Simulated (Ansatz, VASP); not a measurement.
**MgSi2C2: VASP beside Ansatz**

```
Mg Si C
1.0
    -1.75716    1.75716    7.36668
     1.75716   -1.75716    7.36668
     1.75716    1.75716   -7.36668
Mg Si C
1 2 2
Direct
  0.00000 0.00000 0.00000
  0.75000 0.25000 0.50000
  0.25000 0.75000 0.50000
  0.29840 0.29840 0.00000
  0.70160 0.70160 0.00000
```

Change from the starting cell: species swapped into the BaAg2As2 type (I4/mmm, No. 139).

Alike in both runs: functional PBE; k mesh 6 × 6 × 6; occupations gaussian, width 0.1 eV; no spin polarisation.

Ansatz relaxed the structure, and its values are those at the end. VASP's run is a single point on that final structure, the one shown.

|  | VASP | Ansatz |
| --- | --- | --- |
| version | VASP 6.6.1 | Ansatz 0.2.0 |
| potentials or method | VASP PAW PBE potentials, release 64 (Mg, Si, C), cutoff 520 eV | scalar-relativistic, plane waves, PAW |
| valence electrons in the cell | 18 | 26 |

Ansatz gave:

```
gap on the k mesh at the Fermi level (eV) : none
pressure (GPa)                            : 0.0
rms of the force components (eV/Å)        : 0.007
```

What did VASP give for the same quantities?

gap on the k mesh at the Fermi level (eV): none; pressure (GPa): -0.1; rms of the force components (eV/Å): 0.004.

A gap of «none» marks a metal or a gap that the smearing closes. With one functional, cell and mesh, what is left measures potentials, basis and numerics. VASP's potentials hold 18 valence electrons a cell and Ansatz's 26, so a difference there can come from the potentials and not from the codes.

The k mesh is coarse, so the values compare programs but aren't converged.
